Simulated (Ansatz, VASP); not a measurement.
# Ti3Al5: VASP beside Ansatz

File INCAR:

```
SYSTEM = Ti3Al5
PREC = Accurate
ENCUT = 520
EDIFF = 1E-6
ISMEAR = 0
SIGMA = 0.15
LREAL = .FALSE.
LASPH = .TRUE.
NELM = 80
ALGO = Fast
ISIF = 2
LWAVE = .FALSE.
LCHARG = .FALSE.
GGA = PS
NBANDS = 36
```

Contents of KPOINTS:

```
regular mesh
0
G
  10 10 6
  0 0 0
```

The input POSCAR:

```
Ti3Al5
1.0
    3.8832951200      0.1698941615      0.0000000000
    0.1698941615      3.8832951200      0.0000000000
    0.0000000000      0.0000000000      8.2968849545
Ti Al
3 5
Direct
    0.0000000000      0.0000000000      0.5000000000
    0.5000000000      0.5000000000      0.0000000000
    0.5000000000      0.5000000000      0.5000000000
    0.0000000000      0.5000000000      0.2523516175
    0.0000000000      0.5000000000      0.7476483825
    0.5000000000      0.0000000000      0.2523516175
    0.5000000000      0.0000000000      0.7476483825
    0.0000000000      0.0000000000      0.0000000000
```

Input for Ansatz:

```yaml
crystal:
  lattice:
    - [3.88329512, 0.1698941615, 0.0]
    - [0.1698941615, 3.88329512, 0.0]
    - [0.0, 0.0, 8.2968849545]
  atoms:
    - { symbol: Ti, position: [0.0, 0.0, 0.5] }
    - { symbol: Ti, position: [0.5, 0.5, 0.0] }
    - { symbol: Ti, position: [0.5, 0.5, 0.5] }
    - { symbol: Al, position: [0.0, 0.5, 0.2523516175] }
    - { symbol: Al, position: [0.0, 0.5, 0.7476483825] }
    - { symbol: Al, position: [0.5, 0.0, 0.2523516175] }
    - { symbol: Al, position: [0.5, 0.0, 0.7476483825] }
    - { symbol: Al, position: [0.0, 0.0, 0.0] }
basis:
  ecutwfc: 420
kpoints:
  mp_grid: { grid: [10, 10, 6] }
hamiltonian:
  xc: pbesol
scf:
  occupations: { method: gaussian, width: 0.15 }
output:
  forces: true
  stress: true
  eigenvalues: true
```

Change from the starting cell: strain +0.0875 x Voigt [0, 0, 0, 0, 0, 1], atoms carried along.

Alike in both runs: task single point; functional PBEsol; k mesh 10 × 10 × 6; occupations gaussian, width 0.15 eV; no spin polarisation.

```csv
,VASP,Ansatz
version,VASP 6.6.1,Ansatz 0.2.0
potentials or method,"VASP PAW PBE potentials, release 64 (Ti_sv, Al), cutoff 520 eV","scalar-relativistic, plane waves, PAW"
valence electrons in the cell,51,51
```

VASP gave:

```
gap on the k mesh at the Fermi level (eV)                     : none
pressure (GPa)                                                : 1.0
traceless stress, the component that is largest in VASP (GPa) : -8.92
rms of the force components (eV/Å)                            : 0.008
```

Q: Which values does Ansatz return?

A: gap on the k mesh at the Fermi level (eV): none; pressure (GPa): 1.0; traceless stress, the component that is largest in VASP (GPa): -8.90; rms of the force components (eV/Å): 0.007.

VASP's potentials were made for PBE, not for PBEsol. Atom by atom the forces differ by 0.000 eV/Å (rms over components). A gap of «none» marks a metal or a gap that the smearing closes.
